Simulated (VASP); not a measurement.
Crystal: CsSrF3.

```
Cs Sr F
1.0
     4.56573    0.04958   -0.19119
     0.04958    4.81655   -0.11274
    -0.19119   -0.11274    4.71225
Cs Sr F
1 1 3
Direct
  0.99602 0.05994 0.00528
  0.50139 0.46896 0.50643
  0.00387 0.49212 0.52334
  0.50420 0.00435 0.48857
  0.49452 0.47462 0.97638
```

This cell differs from its parent crystal: all atoms moved at random, sigma 0.1 Å a component, cell strained at random, sigma 0.03.

```yaml
Program: VASP 6.6.1
Task: relaxation of cell and atoms
Functional: LDA
Potentials_or_basis: VASP PAW LDA potentials, release 64 (Cs_sv, Sr_sv, F)
Cutoff: 600 eV
k_mesh: 6 × 6 × 6
Occupations: gaussian, width 0.05 eV
Spin: no spin polarisation
```

At the start: pressure 0.7 GPa; volume 20.68 Å³/atom.

Task: How do energy, volume and symmetry change on relaxing?

Result: Over 30 steps the energy falls by 63.2 meV/atom and the volume is 20.21 Å³/atom (-2.3 %); space group Pm (No. 6, to 0.05 Å).

Step by step:
```csv
step,energy change (eV),largest force (eV/Å),pressure (GPa),volume (Å³)
1,0.0000,1.7267,0.66,103.38
2,-0.1993,0.6569,-1.17,104.65
3,-0.2286,0.4013,-1.70,105.47
4,-0.2290,0.3830,-1.67,105.37
5,-0.2709,0.3346,-0.12,101.95
6,-0.2724,0.4033,0.25,101.23
7,-0.2912,0.2036,0.30,101.00
8,-0.2958,0.2378,0.40,100.81
9,-0.3054,0.1737,-0.13,101.69
10,-0.3078,0.1395,-0.53,102.38
11,-0.3121,0.0622,-0.04,101.31
12,-0.3121,0.0682,0.01,101.21
13,-0.3129,0.0505,0.06,101.05
14,-0.3130,0.0447,0.12,100.95
15,-0.3136,0.0409,-0.02,101.16
16,-0.3137,0.0392,-0.12,101.31
17,-0.3142,0.0281,-0.03,101.07
18,-0.3142,0.0359,0.00,101.02
19,-0.3144,0.0247,0.07,100.92
20,-0.3145,0.0341,0.10,100.80
21,-0.3146,0.0322,0.05,100.89
22,-0.3149,0.0345,-0.06,101.15
23,-0.3152,0.0164,-0.05,101.10
24,-0.3153,0.0361,-0.01,101.03
25,-0.3154,0.0328,0.03,100.96
26,-0.3156,0.0244,0.11,100.79
27,-0.3158,0.0106,0.02,100.99
28,-0.3158,0.0164,-0.02,101.04
29,-0.3158,0.0138,-0.01,101.02
30,-0.3158,0.0099,-0.02,101.04
```

Final structure:
```xyz
5
Lattice="4.6572 -0.0019 0.0047 -0.0005 4.6594 -0.0025 0.0009 -0.0010 4.6565" Properties=species:S:1:pos:R:3 pbc="T T T"
Cs    4.6514    0.0741    4.6593
Sr    2.3270    2.3426    2.3290
F     4.6561    2.3028    2.3894
F     2.3470    0.0079    2.2759
F     2.3210    2.2518    4.6567
```

Caveat: the cell differs from its parent crystal (all atoms moved at random, sigma 0.1 Å a component, cell strained at random, sigma 0.03).
